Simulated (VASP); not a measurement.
A run of VASP 6.6.1 is set up as follows.

INCAR

```
ALGO = Normal ; EDIFF = 1E-6
ENCUT = 520 ; GGA = PE
ISIF = 2 ; ISMEAR = 0
LASPH = True ; LCHARG = False
LREAL = False ; LWAVE = False
NBANDS = 27 ; NELM = 100
PREC = Accurate ; SIGMA = 0.1
```

KPOINTS

```
k-points
0
Gamma
  6 6 6
```

Contents of POSCAR:

```
Cs3Cu
1.0
   -2.5593095701      2.5593095701      5.7168992995
    2.5593095701     -2.5593095701      5.7168992995
    2.5593095701      2.5593095701     -5.7168992995
Cs Cu
3 1
Direct
    0.5000000000      0.5000000000      0.0000000000
    0.2500000000      0.7500000000      0.5000000000
    0.7500000000      0.2500000000      0.5000000000
    0.0000000000      0.0000000000      0.0000000000
```

Potentials or basis: VASP PAW PBE potentials, release 64 (Cs_sv, Cu).

Launch:

```bash
$ cat potpaw_PBE.64/Cs_sv/POTCAR potpaw_PBE.64/Cu/POTCAR > POTCAR
$ mpirun -np 1 vasp_std > vasp.out
```

Q: What does it give for the band gap on the k mesh?

A: Zero (band 19 reaches 4.53 eV, above the bottom of band 20 at 3.60 eV).

Q: Estimate the pressure.

A: 4.6 GPa.

Stress tensor (GPa, compression positive):
```
4.87 0.00 0.00
0.00 4.87 0.00
0.00 0.00 4.11
```

Caveat: spin-orbit coupling is left out, which moves the levels of the heavy elements.
